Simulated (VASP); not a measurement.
# MnS (Fm-3m) in VASP: further runs, part 2 of 2

VASP 6.6.1.

## Step 5: Single point, LDA, non-collinear spin, twin_end start, spin-orbit coupling

Contents of INCAR:

```
  PREC = Accurate
  ENCUT = 520
  EDIFF = 1E-6
  ISMEAR = 0
  SIGMA = 0.05
  LREAL = False
  LASPH = True
  NELM = 150
  ALGO = Normal
  ISIF = 2
  LWAVE = False
  LCHARG = False
  LNONCOLLINEAR = True
  MAGMOM = 0 0 4.27 0 0 0.22
  LORBIT = 11
  LSORBIT = True
  GGA_COMPAT = False
  LORBMOM = True
  LMAXMIX = 4
  NBANDS = 31
```

Contents of KPOINTS:

```
Automatic mesh
0
Gamma
  6 6 6
```

Contents of POSCAR:

```
MnS
1.0
    0.0000000000      2.6122498900      2.6122498900
    2.6122498900      0.0000000000      2.6122498900
    2.6122498900      2.6122498900      0.0000000000
Mn S
1 1
Direct
    0.0000000000      0.0000000000      0.0000000000
    0.5000000000      0.5000000000      0.5000000000
```

Potentials or basis: VASP PAW LDA potentials, release 64 (Mn_pv, S).

Command:

```console
cat potpaw_LDA.64/Mn_pv/POTCAR potpaw_LDA.64/S/POTCAR > POTCAR
mpirun -np 1 vasp_ncl > vasp.out
```

OUTCAR:

```text
PREC = Accurate
   ENCUT = 520
   EDIFF = 1E-6
   ISMEAR = 0
   LREAL = False
   LASPH = True
   NELM = 150
   ISIF = 2
   LNONCOLLINEAR = True
   LORBIT = 11
   LSORBIT = True

 ion  position               nearest neighbor table
   1  0.000  0.000  0.000-   2 2.61   2 2.61   2 2.61   2 2.61   2 2.61   2 2.61
   2  0.500  0.500  0.500-   1 2.61   1 2.61   1 2.61   1 2.61   1 2.61   1 2.61

  LATTYP: Found a face centered cubic cell.
 ALAT       =     5.2244997800

  Lattice vectors:

 A1 = (   0.0000000000,   2.6122498900,   2.6122498900)
 A2 = (   2.6122498900,   0.0000000000,   2.6122498900)
 A3 = (   2.6122498900,   2.6122498900,   0.0000000000)

Analysis of symmetry for initial positions (statically):
=====================================================================
 Subroutine PRICEL returns:
 Original cell was already a primitive cell.

 Routine SETGRP: Setting up the symmetry group for a
 face centered cubic supercell.

 Subroutine GETGRP returns: Found 48 space group operations
 (whereof 48 operations were pure point group operations)
 out of a pool of 48 trial point group operations.

The static configuration has the point symmetry O_h .

Analysis of symmetry for dynamics (positions and initial velocities):
=====================================================================
 Subroutine PRICEL returns:
 Original cell was already a primitive cell.

 Routine SETGRP: Setting up the symmetry group for a
 face centered cubic supercell.

 Subroutine GETGRP returns: Found 48 space group operations
 (whereof 48 operations were pure point group operations)
 out of a pool of 48 trial point group operations.

The dynamic configuration has the point symmetry O_h .

Analysis of structural, dynamic, and magnetic symmetry:
=====================================================================
 Subroutine PRICEL returns:
 Original cell was already a primitive cell.

 Routine SETGRP: Setting up the symmetry group for a
[... 1024 lines left out ...]

 # of ion     p       d       tot
 ----------------------------------------
  1        -0.000  -0.000  -0.000
  2        -0.000   0.000  -0.000
 ----------------------------------------
           -0.000  -0.000  -0.000

 orbital moment (z)

 # of ion     p       d       tot
 ----------------------------------------
  1        -0.001   0.014   0.014
  2         0.000   0.000   0.000
 ----------------------------------------
           -0.000   0.014   0.014

 Spin-Orbit-Coupling matrix elements

 Ion:    1  E_soc:     -0.0292407
 l=   1
     0.0000000    -0.0037564    -0.0037546
    -0.0037564     0.0000000    -0.0037564
    -0.0037546    -0.0037564     0.0000000
 l=   2
     0.0000000    -0.0002954     0.0000000    -0.0002954    -0.0003271
    -0.0002954     0.0000000    -0.0008839    -0.0000823    -0.0002924
     0.0000000    -0.0008839     0.0000000    -0.0008839     0.0000000
    -0.0002954    -0.0000823    -0.0008839     0.0000000    -0.0002924
    -0.0003271    -0.0002924     0.0000000    -0.0002924     0.0000000
 l=   3
     0.0000000     0.0000000     0.0000000     0.0000000     0.0000000     0.0000000     0.0000000
     0.0000000     0.0000000     0.0000000     0.0000000     0.0000000     0.0000000     0.0000000
     0.0000000     0.0000000     0.0000000     0.0000000     0.0000000     0.0000000     0.0000000
     0.0000000     0.0000000     0.0000000     0.0000000     0.0000000     0.0000000     0.0000000
     0.0000000     0.0000000     0.0000000     0.0000000     0.0000000     0.0000000     0.0000000
     0.0000000     0.0000000     0.0000000     0.0000000     0.0000000     0.0000000     0.0000000
     0.0000000     0.0000000     0.0000000     0.0000000     0.0000000     0.0000000     0.0000000

 Ion:    2  E_soc:     -0.0018031
 l=   1
     0.0000000    -0.0002866    -0.0003283
    -0.0002866     0.0000000    -0.0002866
    -0.0003283    -0.0002866     0.0000000
 l=   2
     0.0000000     0.0000000     0.0000000     0.0000000     0.0000000
     0.0000000     0.0000000     0.0000000     0.0000000     0.0000000
     0.0000000     0.0000000     0.0000000     0.0000000     0.0000000
     0.0000000     0.0000000     0.0000000     0.0000000     0.0000000
     0.0000000     0.0000000     0.0000000     0.0000000     0.0000000
 l=   3
     0.0000000     0.0000000     0.0000000     0.0000000     0.0000000     0.0000000     0.0000000
     0.0000000     0.0000000     0.0000000     0.0000000     0.0000000     0.0000000     0.0000000
     0.0000000     0.0000000     0.0000000     0.0000000     0.0000000     0.0000000     0.0000000
     0.0000000     0.0000000     0.0000000     0.0000000     0.0000000     0.0000000     0.0000000
     0.0000000     0.0000000     0.0000000     0.0000000     0.0000000     0.0000000     0.0000000
     0.0000000     0.0000000     0.0000000     0.0000000     0.0000000     0.0000000     0.0000000
     0.0000000     0.0000000     0.0000000     0.0000000     0.0000000     0.0000000     0.0000000

 total charge

# of ion       s       p       d       tot
------------------------------------------
    1        0.220   6.159   4.965  11.344
    2        1.331   2.347   0.000   3.678
--------------------------------------------------
tot          1.551   8.506   4.965  15.022

 magnetization (x)

# of ion       s       p       d       tot
------------------------------------------
    1        0.000   0.000   0.000   0.000
    2        0.000   0.000   0.000   0.000
--------------------------------------------------
tot          0.000   0.000   0.000   0.000

 magnetization (y)

# of ion       s       p       d       tot
------------------------------------------
    1        0.000   0.000   0.000   0.000
    2        0.000   0.000   0.000   0.000
--------------------------------------------------
tot          0.000   0.000   0.000   0.000

 magnetization (z)

# of ion       s       p       d       tot
------------------------------------------
    1        0.045   0.032   3.970   4.047
    2        0.024   0.053   0.000   0.077
--------------------------------------------------
tot          0.069   0.085   3.970   4.124
```

OSZICAR:

```text
N       E                     dE             d eps       ncg     rms          rms(c)
DAV:   1     0.189389225844E+03    0.18939E+03   -0.10221E+04  2336   0.132E+03
DAV:   2    -0.275708194203E+01   -0.19215E+03   -0.18328E+03  2295   0.385E+02
DAV:   3    -0.159107055721E+02   -0.13154E+02   -0.12889E+02  2626   0.107E+02
DAV:   4    -0.162095040110E+02   -0.29880E+00   -0.29789E+00  2591   0.162E+01
DAV:   5    -0.162149270544E+02   -0.54230E-02   -0.54216E-02  2643   0.239E+00    0.111E+01
DAV:   6    -0.151038937562E+02    0.11110E+01   -0.58561E+00  2423   0.350E+01    0.101E+01
DAV:   7    -0.149951085740E+02    0.10879E+00   -0.10126E+00  2470   0.162E+01    0.555E+00
DAV:   8    -0.149913617550E+02    0.37468E-02   -0.54091E-02  2596   0.179E+00    0.286E+00
DAV:   9    -0.149834294065E+02    0.79323E-02   -0.60910E-03  2464   0.117E+00    0.294E-01
DAV:  10    -0.149838263729E+02   -0.39697E-03   -0.22272E-03  2617   0.668E-01    0.170E-01
DAV:  11    -0.149838555274E+02   -0.29155E-04   -0.21075E-04  2568   0.122E-01    0.101E-01
DAV:  12    -0.149838623873E+02   -0.68599E-05   -0.15563E-05  2625   0.426E-02    0.668E-02
DAV:  13    -0.149838667045E+02   -0.43171E-05   -0.25232E-06  2685   0.237E-02    0.242E-02
DAV:  14    -0.149838670867E+02   -0.38229E-06   -0.98593E-07  2191   0.133E-02
   1 F= -.14983867E+02 E0= -.14983072E+02  d E =-.158977E-02  mag=     0.0000     0.0000     4.4549
```

stdout:

```text
POSCAR found type information on POSCAR MnS
 POSCAR found :  2 types and       2 ions
 scaLAPACK will be used
 LDA part: xc-table for (Slater(with rela. corr.)+CA(PZ))
 , standard interpolation
 POSCAR, INCAR and KPOINTS ok, starting setup
 FFT: planning ... GRIDC
 FFT: planning ... GRID_SOFT
 FFT: planning ... GRID
 WAVECAR not read
 entering main loop
```

It took 1.8 min on 1 thread of Intel Xeon 8259CL, shared host; peak memory 0.23 GiB.

What came out:

```yaml
Free_energy: -14.9839 eV
Pressure: -13.4 GPa
Net_moment: 4.45 μB per cell
Valence_electrons_inside_the_program's_atomic_spheres: Mn 11.34; S 3.68
```

Moments on the atoms (μB; x, y, z):
```
Mn  0.00 0.00 4.05
S   0.00 0.00 0.08
```

Caveat: the cell stands under tension; a cell with one magnetic atom can't hold antiferromagnetic order, which such compounds often take.

## Step 6: Single point, LDA, non-collinear spin, twin_end start, spin-orbit coupling

Contents of INCAR:

```
PREC     = Accurate       # precision mode
ENCUT    = 520            # plane-wave cutoff, eV
EDIFF    = 1E-7           # SCF threshold, eV
ISMEAR   = 0              # smearing method
SIGMA    = 0.05           # smearing width, eV
LREAL    = F              # projectors in reciprocal space
LASPH    = T              # aspherical terms in the spheres
NELM     = 150            # most SCF steps
ALGO     = Normal         # electronic algorithm
ISIF     = 2              # what is computed and relaxed
LWAVE    = F              # write WAVECAR
LCHARG   = F              # write CHGCAR
MAGMOM   = 0 0 4.27 0 0 0.22 # initial moments
LORBIT   = 11             # projections on sites
LSORBIT  = T              # spin-orbit coupling
GGA_COMPAT= F            
LORBMOM  = T            
LMAXMIX  = 4              # l up to which the mixer works
GGA      = CA             # functional
NBANDS   = 31             # bands
```

KPOINTS is that of step 5.

POSCAR is that of step 5.

Potentials or basis: VASP PAW LDA potentials, release 64 (Mn_pv, S).

Command:

```console
cat potpaw_LDA.64/Mn_pv/POTCAR potpaw_LDA.64/S/POTCAR > POTCAR
mpirun -np 1 vasp_ncl > vasp.out
```

OUTCAR:

```text
PREC = Accurate
   ENCUT = 520
   EDIFF = 1E-7
   ISMEAR = 0
   LREAL = F
   LASPH = T
   NELM = 150
   ISIF = 2
   LORBIT = 11
   LSORBIT = T
   GGA = CA

 ion  position               nearest neighbor table
   1  0.000  0.000  0.000-   2 2.61   2 2.61   2 2.61   2 2.61   2 2.61   2 2.61
   2  0.500  0.500  0.500-   1 2.61   1 2.61   1 2.61   1 2.61   1 2.61   1 2.61

  LATTYP: Found a face centered cubic cell.
 ALAT       =     5.2244997800

  Lattice vectors:

 A1 = (   0.0000000000,   2.6122498900,   2.6122498900)
 A2 = (   2.6122498900,   0.0000000000,   2.6122498900)
 A3 = (   2.6122498900,   2.6122498900,   0.0000000000)

Analysis of symmetry for initial positions (statically):
=====================================================================
 Subroutine PRICEL returns:
 Original cell was already a primitive cell.

 Routine SETGRP: Setting up the symmetry group for a
 face centered cubic supercell.

 Subroutine GETGRP returns: Found 48 space group operations
 (whereof 48 operations were pure point group operations)
 out of a pool of 48 trial point group operations.
[... 1079 lines left out ...]
     0.0000000     0.0000000     0.0000000     0.0000000     0.0000000     0.0000000     0.0000000
     0.0000000     0.0000000     0.0000000     0.0000000     0.0000000     0.0000000     0.0000000
     0.0000000     0.0000000     0.0000000     0.0000000     0.0000000     0.0000000     0.0000000
     0.0000000     0.0000000     0.0000000     0.0000000     0.0000000     0.0000000     0.0000000
     0.0000000     0.0000000     0.0000000     0.0000000     0.0000000     0.0000000     0.0000000
     0.0000000     0.0000000     0.0000000     0.0000000     0.0000000     0.0000000     0.0000000

 Ion:    2  E_soc:     -0.0018032
 l=   1
     0.0000000    -0.0002866    -0.0003283
    -0.0002866     0.0000000    -0.0002866
    -0.0003283    -0.0002866     0.0000000
 l=   2
     0.0000000     0.0000000     0.0000000     0.0000000     0.0000000
     0.0000000     0.0000000     0.0000000     0.0000000     0.0000000
     0.0000000     0.0000000     0.0000000     0.0000000     0.0000000
     0.0000000     0.0000000     0.0000000     0.0000000     0.0000000
     0.0000000     0.0000000     0.0000000     0.0000000     0.0000000
 l=   3
     0.0000000     0.0000000     0.0000000     0.0000000     0.0000000     0.0000000     0.0000000
     0.0000000     0.0000000     0.0000000     0.0000000     0.0000000     0.0000000     0.0000000
     0.0000000     0.0000000     0.0000000     0.0000000     0.0000000     0.0000000     0.0000000
     0.0000000     0.0000000     0.0000000     0.0000000     0.0000000     0.0000000     0.0000000
     0.0000000     0.0000000     0.0000000     0.0000000     0.0000000     0.0000000     0.0000000
     0.0000000     0.0000000     0.0000000     0.0000000     0.0000000     0.0000000     0.0000000
     0.0000000     0.0000000     0.0000000     0.0000000     0.0000000     0.0000000     0.0000000

 total charge

# of ion       s       p       d       tot
------------------------------------------
    1        0.220   6.159   4.965  11.344
    2        1.331   2.347   0.000   3.678
--------------------------------------------------
tot          1.551   8.506   4.965  15.022

 magnetization (x)

# of ion       s       p       d       tot
------------------------------------------
    1        0.000   0.000   0.000   0.000
    2        0.000   0.000   0.000   0.000
--------------------------------------------------
tot          0.000   0.000   0.000   0.000

 magnetization (y)

# of ion       s       p       d       tot
------------------------------------------
    1        0.000   0.000   0.000   0.000
    2        0.000   0.000   0.000   0.000
--------------------------------------------------
tot          0.000   0.000   0.000   0.000

 magnetization (z)

# of ion       s       p       d       tot
------------------------------------------
    1        0.045   0.032   3.970   4.047
    2        0.024   0.053   0.000   0.077
--------------------------------------------------
tot          0.069   0.085   3.970   4.124
```

OSZICAR:

```text
N       E                     dE             d eps       ncg     rms          rms(c)
DAV:   1     0.189389225844E+03    0.18939E+03   -0.10221E+04  2336   0.132E+03
DAV:   2    -0.275708194203E+01   -0.19215E+03   -0.18328E+03  2295   0.385E+02
DAV:   3    -0.159107055721E+02   -0.13154E+02   -0.12889E+02  2626   0.107E+02
DAV:   4    -0.162095040110E+02   -0.29880E+00   -0.29789E+00  2591   0.162E+01
DAV:   5    -0.162149270544E+02   -0.54230E-02   -0.54216E-02  2643   0.239E+00    0.111E+01
DAV:   6    -0.151038937562E+02    0.11110E+01   -0.58561E+00  2423   0.350E+01    0.101E+01
DAV:   7    -0.149951085740E+02    0.10879E+00   -0.10126E+00  2470   0.162E+01    0.555E+00
DAV:   8    -0.149913617550E+02    0.37468E-02   -0.54091E-02  2596   0.179E+00    0.286E+00
DAV:   9    -0.149834294065E+02    0.79323E-02   -0.60910E-03  2464   0.117E+00    0.294E-01
DAV:  10    -0.149838263729E+02   -0.39697E-03   -0.22272E-03  2617   0.668E-01    0.170E-01
DAV:  11    -0.149838555274E+02   -0.29155E-04   -0.21075E-04  2568   0.122E-01    0.101E-01
DAV:  12    -0.149838623873E+02   -0.68599E-05   -0.15563E-05  2625   0.426E-02    0.668E-02
DAV:  13    -0.149838667052E+02   -0.43178E-05   -0.25304E-06  2757   0.237E-02    0.242E-02
DAV:  14    -0.149838670874E+02   -0.38226E-06   -0.99150E-07  2603   0.133E-02    0.625E-03
DAV:  15    -0.149838671251E+02   -0.37669E-07   -0.35536E-08  1746   0.300E-03
   1 F= -.14983867E+02 E0= -.14983072E+02  d E =-.159109E-02  mag=     0.0000    -0.0000     4.4549
```

stdout:

```text
POSCAR found type information on POSCAR MnS
 POSCAR found :  2 types and       2 ions
 scaLAPACK will be used
 LDA part: xc-table for (Slater(with rela. corr.)+CA(PZ))
 , standard interpolation
 POSCAR, INCAR and KPOINTS ok, starting setup
 FFT: planning ... GRIDC
 FFT: planning ... GRID_SOFT
 FFT: planning ... GRID
 WAVECAR not read
 entering main loop
```

Wall time 2.2 min (1 thread of Intel Xeon 8259CL, shared host); peak memory 0.23 GiB.

Results:

* Free energy: -14.9839 eV
* Pressure: -13.4 GPa
* Net moment: 4.45 μB per cell
* Valence electrons inside the program's atomic spheres: Mn 11.34; S 3.68

Moments on the atoms (μB; x, y, z):
```
Mn  0.00 0.00 4.05
S   0.00 0.00 0.08
```

Caveat: the cell stands under tension; a cell with one magnetic atom can't hold antiferromagnetic order, which such compounds often take.

## Step 7: The runs side by side

| spin | cutoff (eV) | pressure (GPa) | moment (μB) |
| --- | --- | --- | --- |
| non-collinear, typed start, SOC | 500 | -13.4 | 4.45 |
| non-collinear, twin_end start, SOC | 500 | -13.5 | 4.45 |
| non-collinear, twin_end start, SOC | 520 | -13.4 | 4.45 |

Alike in all rows: task single point; level LDA; potentials or basis VASP PAW LDA potentials, release 64 (Mn_pv, S); cell as given; k mesh 6 × 6 × 6; smearing gaussian 0.05 eV.

Caveats: the cell stands under tension; a cell with one magnetic atom can't hold antiferromagnetic order, which such compounds often take.

Total energies depend on the potentials used, so only differences within one code and one set of settings carry meaning.
